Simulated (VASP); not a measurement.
Crystal: CdSe (Cadmoselite).

```
Cd Se
1.0
     4.30000    0.00000    0.00000
    -2.15000    3.72391    0.00000
     0.00000    0.00000    7.02000
Cd Se
2 2
Direct
  0.33333 0.66667 0.00000
  0.66667 0.33333 0.50000
  0.33333 0.66667 0.38500
  0.66667 0.33333 0.88500
```

| Quantity | Value |
| --- | --- |
| Program | VASP 6.6.1 |
| Task | relaxation of cell and atoms |
| Functional | LDA |
| Potentials or basis | VASP PAW LDA potentials, release 64 (Cd, Se) |
| Cutoff | 600 eV |
| k mesh | 6 × 6 × 4 |
| Occupations | gaussian, width 0.01 eV |
| Spin | no spin polarisation |

At the start: pressure -1.4 GPa; volume 28.10 Å³/atom.

**Question.** Where does the relaxation end?

**Answer.** Over 9 steps the energy falls by 8.4 meV/atom and the volume is 27.32 Å³/atom (-2.8 %); space group P6_3mc (No. 186, to 0.05 Å).

The path:
```
step  energy change (eV)  largest force (eV/Å)  pressure (GPa)  volume (Å³)
   1              0.0000                0.2665           -1.40       112.41
   2             -0.0285                0.0850            0.46       108.44
   3             -0.0288                0.1070            0.26       108.81
   4             -0.0307                0.0368           -0.02       109.28
   5             -0.0308                0.0275           -0.03       109.34
   6             -0.0319                0.0266           -0.05       109.42
   7             -0.0333                0.0222           -0.17       109.63
   8             -0.0333                0.0101            0.18       108.95
   9             -0.0335                0.0057            0.01       109.27
```

Final structure:
```xyz
4
Lattice="4.2583 0.0000 0.0000 -2.1291 3.6878 0.0000 0.0000 0.0000 6.9585" Properties=species:S:1:pos:R:3 pbc="T T T"
Cd    0.0000    2.4585    0.0332
Cd    2.1291    1.2293    3.5124
Se    0.0000    2.4585    2.6458
Se    2.1291    1.2293    6.1251
```
